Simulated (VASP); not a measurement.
# Cu (Fm-3m) in VASP: further runs

The runs below take Cu through relaxation of cell and atoms, single point, with PBEsol.

Everything below comes from runs of VASP 6.6.1. Logs are shortened: lines on timing, memory, paths and dates and some standing lists are left out, and cuts for length are marked.

## (1) The cell of the first run

Symmetry: Fm-3m, No. 225, cubic system. Conventional cell: a = 3.615 Å, b = 3.615 Å, c = 3.615 Å, α = 90.00°, β = 90.00°, γ = 90.00°. Within 3.4 Å of Cu (site symmetry m-3m) lie 12 Cu at 2.56 Å.

## (2) Relaxation of cell and atoms, PBEsol, target pressure 21.1 GPa, at which the enthalpy is minimised

INCAR reads:

```
SYSTEM = Cu
PREC = Accurate ; ENCUT = 600
EDIFF = 1E-7 ; ISMEAR = 0
SIGMA = 0.1 ; LREAL = .FALSE.
LASPH = .TRUE. ; NELM = 100
ALGO = Normal ; ISIF = 3
LWAVE = .FALSE. ; LCHARG = .FALSE.
GGA = PS ; IBRION = 2
NSW = 80 ; EDIFFG = -0.05
PSTRESS = 211.0
```

KPOINTS reads:

```
regular mesh
0
G
  10 10 10
  0 0 0
```

POSCAR reads:

```
Cu
1.0
    0.0000000000      1.8075000000      1.8075000000
    1.8075000000      0.0000000000      1.8075000000
    1.8075000000      1.8075000000      0.0000000000
Cu
1
Direct
    0.0000000000      0.0000000000      0.0000000000
```

Potentials or basis: VASP PAW PBE potentials, release 64 (Cu).

Started as:

```
cat potpaw_PBE.64/Cu/POTCAR > POTCAR
mpirun -np 1 vasp_std > vasp.out
```

OUTCAR:

```text
SYSTEM = Cu
   PREC = Accurate
   ENCUT = 600
   EDIFF = 1E-7
   ISMEAR = 0
   LREAL = .FALSE.
   LASPH = .TRUE.
   NELM = 100
   ISIF = 3
   GGA = PS
   IBRION = 2
   NSW = 80
   EDIFFG = -0.05
   PSTRESS = 211.0

 ion  position               nearest neighbor table
   1  0.000  0.000  0.000-

  LATTYP: Found a face centered cubic cell.
 ALAT       =     3.6150000000

  Lattice vectors:

 A1 = (   0.0000000000,   1.8075000000,   1.8075000000)
 A2 = (   1.8075000000,   0.0000000000,   1.8075000000)
 A3 = (   1.8075000000,   1.8075000000,   0.0000000000)

Analysis of symmetry for initial positions (statically):
=====================================================================
 Subroutine PRICEL returns:
 Original cell was already a primitive cell.

 Routine SETGRP: Setting up the symmetry group for a
 face centered cubic supercell.

 Subroutine GETGRP returns: Found 48 space group operations
 (whereof 48 operations were pure point group operations)
 out of a pool of 48 trial point group operations.

The static configuration has the point symmetry O_h .

Analysis of symmetry for dynamics (positions and initial velocities):
=====================================================================
 Subroutine PRICEL returns:
 Original cell was already a primitive cell.

 Routine SETGRP: Setting up the symmetry group for a
 face centered cubic supercell.

 Subroutine GETGRP returns: Found 48 space group operations
 (whereof 48 operations were pure point group operations)
 out of a pool of 48 trial point group operations.

The dynamic configuration has the point symmetry O_h .

 Subroutine INISYM returns: Found 48 space group operations
 (whereof 48 operations are pure point group operations),
 and found     1 'primitive' translations

----------------------------------------------------------------------------------------

                                     Primitive cell

  volume of cell :      11.8104

  direct lattice vectors                    reciprocal lattice vectors
     0.000000000  1.807500000  1.807500000    -0.276625173  0.276625173  0.276625173
     1.807500000  0.000000000  1.807500000     0.276625173 -0.276625173  0.276625173
     1.807500000  1.807500000  0.000000000     0.276625173  0.276625173 -0.276625173

  length of vectors
     2.556191014  2.556191014  2.556191014     0.479128854  0.479128854  0.479128854

  position of ions in fractional coordinates (direct lattice)
     0.000000000  0.000000000  0.000000000
[... 81 lines left out ...]
   NFREE  =      1    steps in history (QN), initial steepest desc. (CG)
   ISIF   =      3    stress and relaxation
   ISYM   =      2    0-nonsym 1-usesym 2-fastsym
   POTIM  = 0.5000    time-step for ionic-motion
   TEBEG  =    0.0;   TEEND  =   0.0 temperature during run
   PSTRESS=  211.0 pullay stress
   NELECT =      11.0000    total number of electrons
   NUPDOWN=      -1.0000    fix difference up-down
   EMIN   =  10.00;   EMAX   =-10.00  energy-range for DOS
   EFERMI =   0.00;   METHOD = LEGACY
   ISMEAR =     0;   SIGMA  =   0.10  broadening in eV -4-tet -1-fermi 0-gaus
   EFERMI_NEDOS =   21; number of points for ismear=-14 and -15
   IALGO  =     38    algorithm
   IMIX   =      4    mixing-type and parameters
     AMIX     =   0.40;   BMIX     =  1.00
     AMIX_MAG =   1.60;   BMIX_MAG =  1.00
  volume/ion in A,a.u.               =      11.81        79.70
  Fermi-wavevector in a.u.,A,eV,Ry     =   1.598763  3.021224 34.777078  2.556043
  Thomas-Fermi vector in A             =   2.696162
   LORBIT       =      0    0 simple, 1 ext, 2 COOP (PROOUT), +10 PAW based schemes
   GGA     = PS    functional components
   LHFCALC =     F    Hartree Fock is set to
   AEXX    =    0.0000 exact exchange contribution
   IVDW    =     0    specifies the selected vdW correction
   LEPSILON=     F    determine dielectric tensor
   LRPA    =     F    only Hartree local field effects (RPA)
 conjugate gradient relaxation of ions
 non-spin polarized calculation
 Gauss-broadening in eV      SIGMA  =   0.10
  energy-cutoff  :      600.00
  volume of cell :       11.81
 maximum number of plane-waves:       411
   NGX = 11   NGY = 11   NGZ = 11

--------------------------------------- Ionic step        1  -------------------------------------------

 number of electron      11.0000001 magnetization

 Free energy of the ion-electron system (eV)
  ---------------------------------------------------
  ext. energy  EPLUGINS =         0.00000000
  ---------------------------------------------------
  free energy    TOTEN  =        -4.28732591 eV

  energy without entropy =       -4.28428938  energy(sigma->0) =       -4.28580765

------------------------ aborting loop because EDIFF is reached ----------------------------------------

  FORCE on cell =-STRESS in cart. coord.  units (eV):
  Direction    XX          YY          ZZ          XY          YZ          ZX
  --------------------------------------------------------------------------------------
  -------------------------------------------------------------------------------------
  Total       -0.4127114     -0.4127114     -0.4127114     -0.0000000      0.0000000      0.0000000
  in kB      -55.9876371    -55.9876371    -55.9876371     -0.0000000      0.0000000      0.0000000
  external PRESSURE =    -266.9876371 kB  Pullay stress =     211.0000000 kB
[... 24 lines left out ...]
--------------------------------------- Ionic step        2  -------------------------------------------

 number of electron      11.0000000 magnetization

 E-fermi :  11.7382     XC(G=0): -14.7576

 val. band max:       11.7331374698   @ k =  -0.2000   0.3000   0.1000
 cond. band min:      12.0716163195   @ k =   0.5000   0.3000   0.1000
 fundamental gap:      0.3384788497
 Fermi energy:        11.7382241772

 k-point     1 :       0.0000    0.0000    0.0000
  band No.  band energies     occupation
      1      -0.1787      2.00000
      2       7.5982      2.00000
      3       7.5982      2.00000
      4       7.5982      2.00000
      5       8.9195      2.00000
      6       8.9195      2.00000
      7      36.6206      0.00000
      8      41.7084      0.00000
      9      41.7084      0.00000
[... 349 lines left out ...]
--------------------------------------- Ionic step        4  -------------------------------------------

 number of electron      10.9999993 magnetization

 Free energy of the ion-electron system (eV)
  ---------------------------------------------------
  ext. energy  EPLUGINS =         0.00000000
  ---------------------------------------------------
  free energy    TOTEN  =        -4.23211402 eV

  energy without entropy =       -4.22874416  energy(sigma->0) =       -4.23042909

 E-fermi :   9.1124     XC(G=0): -13.7346

 val. band max:        9.0701960829   @ k =  -0.2000   0.3000   0.1000
 cond. band min:       9.4021559163   @ k =   0.5000   0.3000   0.1000
 fundamental gap:      0.3319598334
 Fermi energy:         9.1124307944

 k-point     1 :       0.0000    0.0000    0.0000
  band No.  band energies     occupation
      1      -1.2628      2.00000
      2       5.7317      2.00000
      3       5.7317      2.00000
      4       5.7317      2.00000
      5       6.7614      2.00000
      6       6.7614      2.00000
      7      32.9018      0.00000
      8      36.6187      0.00000
      9      36.6187      0.00000
[... 308 lines left out ...]
  energy  without entropy=       -4.2287441568  energy(sigma->0) =       -4.23042909

  enthalpy is  TOTEN    =        -2.8769167940 eV   P V=        1.3551972251

 reached required accuracy - stopping structural energy minimisation
```

OSZICAR:

```text
N       E                     dE             d eps       ncg     rms          rms(c)
DAV:   1     0.388109665548E+02    0.38811E+02   -0.62082E+03   862   0.231E+03
DAV:   2    -0.482723035283E+01   -0.43638E+02   -0.41611E+02   847   0.208E+02
DAV:   3    -0.536958037202E+01   -0.54235E+00   -0.54068E+00   987   0.341E+01
[... 37 lines left out ...]
DAV:   3    -0.423220774443E+01    0.81218E-03   -0.59502E-03   876   0.190E+00    0.670E-02
DAV:   4    -0.423211458338E+01    0.93161E-04   -0.11233E-04  1068   0.142E-01    0.275E-03
DAV:   5    -0.423211442109E+01    0.16228E-06   -0.54633E-07   850   0.973E-03    0.216E-03
DAV:   6    -0.423211398178E+01    0.43932E-06   -0.17500E-07   456   0.861E-03    0.233E-04
DAV:   7    -0.423211401913E+01   -0.37358E-07   -0.36419E-09   424   0.145E-03
   4 F= -.28769168E+01 E0= -.28752319E+01  d E =-.144972E+00
```

CONTCAR:

```text
Cu
   1.00000000000000
    -0.0000000000000000    1.7263686667599778    1.7263686667599778
     1.7263686667599778    0.0000000000000000    1.7263686667599778
     1.7263686667599778    1.7263686667599778    0.0000000000000000
  Cu
     1
Direct
     0.0000000000000000    0.0000000000000000    0.0000000000000000

  0.00000000E+00  0.00000000E+00  0.00000000E+00
```

Wall time 12 s (1 thread of Intel Xeon Platinum 8488C (Sapphire Rapids), shared host); peak memory 0.13 GiB.

Results:

```yaml
Free_energy: -4.2321 eV
Relaxed_volume: 10.29 Å³/atom
Relaxed_cell: a = 2.441 Å, b = 2.441 Å, c = 2.441 Å, α = 60.00°, β = 60.00°, γ = 60.00°
Space_group_after_relaxing_to_0.05_Å: Fm-3m (No. 225)
Energy_change_on_relaxing_the_enthalpy_is_what_falls: +55.2 meV/atom
Ionic_steps: 4
Pressure_after_relaxing: 20.8 GPa
```

The path:
| step | energy change (eV) | largest force (eV/Å) | pressure (GPa) | volume (Å³) |
| --- | --- | --- | --- | --- |
| 1 | 0.0000 | 0.0000 | -5.60 | 11.81 |
| 2 | 0.5075 | 0.0000 | 82.17 | 8.76 |
| 3 | 0.0501 | 0.0000 | 19.80 | 10.33 |
| 4 | 0.0552 | 0.0000 | 20.82 | 10.29 |

Final structure:
```
Cu
1.0
     0.00000    1.72637    1.72637
     1.72637    0.00000    1.72637
     1.72637    1.72637    0.00000
Cu
1
Direct
  0.00000 0.00000 0.00000
```

Caveat: the cell is relaxed towards a set pressure, so the enthalpy falls and the energy may rise; the PAW data sets were made with another functional, which shifts forces and pressure a little.

## (3) Single point, PBEsol

This run uses another cell than the first one, of 10.26 Å³/atom, 0.868 times its volume.

INCAR reads:

```
  PREC = Accurate
  ENCUT = 520
  EDIFF = 1E-7
  ISMEAR = -1
  SIGMA = 0.1
  LREAL = False
  LASPH = True
  NELM = 80
  ALGO = Normal
  ISIF = 2
  LWAVE = False
  LCHARG = False
  GGA = PS
  NBANDS = 12
```

KPOINTS reads:

```
Automatic mesh
0
Gamma
  20 20 20
```

POSCAR reads:

```
Cu
1.0
    0.0000000000      1.7244817933      1.7244817933
    1.7244817933      0.0000000000      1.7244817933
    1.7244817933      1.7244817933      0.0000000000
Cu
1
Direct
    0.0000000000      0.0000000000      0.0000000000
```

Potentials or basis: VASP PAW PBE potentials, release 64 (Cu).

Started as:

```
cat potpaw_PBE.64/Cu/POTCAR > POTCAR
mpirun -np 1 vasp_std > vasp.out
```

OUTCAR:

```text
PREC = Accurate
   ENCUT = 520
   EDIFF = 1E-7
   ISMEAR = -1
   LREAL = False
   LASPH = True
   NELM = 80
   ISIF = 2
   GGA = PS

 ion  position               nearest neighbor table
   1  0.000  0.000  0.000-

  LATTYP: Found a face centered cubic cell.
 ALAT       =     3.4489635866

  Lattice vectors:

 A1 = (   0.0000000000,   1.7244817933,   1.7244817933)
 A2 = (   1.7244817933,   0.0000000000,   1.7244817933)
 A3 = (   1.7244817933,   1.7244817933,   0.0000000000)

Analysis of symmetry for initial positions (statically):
=====================================================================
 Subroutine PRICEL returns:
 Original cell was already a primitive cell.

 Routine SETGRP: Setting up the symmetry group for a
 face centered cubic supercell.

 Subroutine GETGRP returns: Found 48 space group operations
 (whereof 48 operations were pure point group operations)
 out of a pool of 48 trial point group operations.

The static configuration has the point symmetry O_h .

Analysis of symmetry for dynamics (positions and initial velocities):
=====================================================================
 Subroutine PRICEL returns:
 Original cell was already a primitive cell.

 Routine SETGRP: Setting up the symmetry group for a
 face centered cubic supercell.

 Subroutine GETGRP returns: Found 48 space group operations
 (whereof 48 operations were pure point group operations)
 out of a pool of 48 trial point group operations.

The dynamic configuration has the point symmetry O_h .

 Subroutine INISYM returns: Found 48 space group operations
 (whereof 48 operations are pure point group operations),
 and found     1 'primitive' translations

----------------------------------------------------------------------------------------

                                     Primitive cell
[... 106 lines left out ...]
   IALGO  =     38    algorithm
   IMIX   =      4    mixing-type and parameters
     AMIX     =   0.40;   BMIX     =  1.00
     AMIX_MAG =   1.60;   BMIX_MAG =  1.00
  volume/ion in A,a.u.               =      10.26        69.22
  Fermi-wavevector in a.u.,A,eV,Ry     =   1.675729  3.166669 38.206079  2.808068
  Thomas-Fermi vector in A             =   2.760297
   LORBIT       =      0    0 simple, 1 ext, 2 COOP (PROOUT), +10 PAW based schemes
   GGA     = PS    functional components
   LHFCALC =     F    Hartree Fock is set to
   AEXX    =    0.0000 exact exchange contribution
   IVDW    =     0    specifies the selected vdW correction
   LEPSILON=     F    determine dielectric tensor
   LRPA    =     F    only Hartree local field effects (RPA)
 non-spin polarized calculation
  energy-cutoff  :      520.00
  volume of cell :       10.26
 maximum number of plane-waves:       291
   NGX =  9   NGY =  9   NGZ =  9

 number of electron      10.9999997 magnetization

 Free energy of the ion-electron system (eV)
  ---------------------------------------------------
  ext. energy  EPLUGINS =         0.00000000
  ---------------------------------------------------
  free energy    TOTEN  =        -4.24508748 eV

  energy without entropy =       -4.23621841  energy(sigma->0) =       -4.24065295

 E-fermi :   9.2956     XC(G=0): -13.7533

 val. band max:        9.2908796647   @ k =   0.4500   0.3500   0.0000
 cond. band min:       9.3013782081   @ k =   0.5000   0.2500   0.1000
 fundamental gap:      0.0104985434
 Fermi energy:         9.2956156237

 k-point     1 :       0.0000    0.0000    0.0000
  band No.  band energies     occupation
      1      -1.2428      2.00000
      2       5.7783      2.00000
      3       5.7783      2.00000
      4       5.7783      2.00000
      5       6.8131      2.00000
      6       6.8131      2.00000
      7      32.9756      0.00000
      8      36.7182      0.00000
      9      36.7182      0.00000
     10      36.7182      0.00000
     11      39.4024      0.00000
     12      39.4024      0.00000
[... 331 lines left out ...]
 k-point    24 :      -0.3500    0.0500    0.0000
  band No.  band energies     occupation
      1       2.8648      2.00000
      2       5.8078      2.00000
      3       5.8590      2.00000
      4       5.9443      2.00000
      5       7.1989      2.00000
      6       7.5323      2.00000
      7      17.4281      0.00000
      8      30.6265      0.00000
      9      33.0876      0.00000
     10      34.8230      0.00000
     11      36.8075      0.00000
     12      38.7769      0.00000

 [... further k-points ...]
[... 5 lines left out ...]
  --------------------------------------------------------------------------------------
  -------------------------------------------------------------------------------------
  Total        1.3956438      1.3956438      1.3956438     -0.0000000      0.0000000     -0.0000000
  in kB      218.0114682    218.0114682    218.0114682     -0.0000000      0.0000000     -0.0000000
  external PRESSURE =     218.0114682 kB  Pullay stress =       0.0000000 kB

 VOLUME and BASIS-vectors are now :
 -----------------------------------------------------------------------------
  energy-cutoff  :      520.00
  volume of cell :       10.26
      direct lattice vectors                 reciprocal lattice vectors
     0.000000000  1.724481793  1.724481793    -0.289942174  0.289942174  0.289942174
     1.724481793  0.000000000  1.724481793     0.289942174 -0.289942174  0.289942174
     1.724481793  1.724481793  0.000000000     0.289942174  0.289942174 -0.289942174

 POSITION                                       TOTAL-FORCE (eV/Angst)
 -----------------------------------------------------------------------------------
      0.00000      0.00000      0.00000         0.000000     -0.000000     -0.000000
 -----------------------------------------------------------------------------------
    total drift:                                0.000000     -0.000000     -0.000000

  FREE ENERGIE OF THE ION-ELECTRON SYSTEM (eV)
  ---------------------------------------------------
  free  energy   TOTEN  =        -4.2450874828 eV

  energy  without entropy=       -4.2362184090  energy(sigma->0) =       -4.24065295
```

OSZICAR:

```text
N       E                     dE             d eps       ncg     rms          rms(c)
DAV:   1     0.409271188193E+02    0.40927E+02   -0.53811E+03  6952   0.161E+03
DAV:   2    -0.411721922626E+01   -0.45044E+02   -0.41760E+02  6336   0.208E+02
DAV:   3    -0.536167439304E+01   -0.12445E+01   -0.12361E+01  7188   0.387E+01
DAV:   4    -0.536873668985E+01   -0.70623E-02   -0.70615E-02  6936   0.258E+00
DAV:   5    -0.536879423712E+01   -0.57547E-04   -0.57547E-04  7244   0.235E-01    0.850E+00
DAV:   6    -0.458367044637E+01    0.78512E+00   -0.14920E+01  7316   0.763E+01    0.343E+00
DAV:   7    -0.426424815759E+01    0.31942E+00   -0.20168E+00  7352   0.277E+01    0.715E-01
DAV:   8    -0.424616381531E+01    0.18084E-01   -0.68099E-03  8148   0.871E-01    0.238E-01
DAV:   9    -0.424507532030E+01    0.10885E-02   -0.50148E-03  7968   0.123E+00    0.182E-02
DAV:  10    -0.424508711324E+01   -0.11793E-04   -0.23541E-05  7268   0.689E-02    0.603E-03
DAV:  11    -0.424508742612E+01   -0.31288E-06   -0.61440E-07  7592   0.152E-02    0.313E-04
DAV:  12    -0.424508748279E+01   -0.56676E-07   -0.10917E-08  4124   0.116E-03
   1 F= -.42450875E+01 E0= -.42406529E+01  d E =-.886907E-02
```

stdout:

```text
POSCAR found type information on POSCAR Cu
 POSCAR found :  1 types and       1 ions
 scaLAPACK will be used
 -----------------------------------------------------------------------------
|                                                                             |
|                                                                             |
|     You enforced a specific xc type in the INCAR file but a different       |
|     I HOPE YOU KNOW WHAT YOU ARE DOING!                                     |
|                                                                             |
 -----------------------------------------------------------------------------

 LDA part: xc-table for (Slater+PW92), standard interpolation
 POSCAR, INCAR and KPOINTS ok, starting setup
 FFT: planning ... GRIDC
 FFT: planning ... GRID_SOFT
 FFT: planning ... GRID
 WAVECAR not read
 entering main loop
```

Run time: 15 s. Hardware: 1 thread of Intel Xeon Platinum 8488C (Sapphire Rapids), shared host; peak memory 0.14 GiB.

Results:

```yaml
Free_energy: -4.2451 eV
Pressure: 21.8 GPa
```

Levels at points of the mesh, in eV from the Fermi level:
```
           k point  band 4  band 5  band 6  band 7  band 8  band 9
(0.00, 0.00, 0.00)   -3.52   -2.48   -2.48   23.68   27.42   27.42
(0.50, 0.00, 0.00)   -1.78   -1.78   -1.49    4.49   22.11   24.28
(0.50, 0.50, 0.00)   -1.60   -1.60    1.33    8.12   14.15   14.15
```

Caveat: the PAW data sets were made with another functional, which shifts forces and pressure a little.
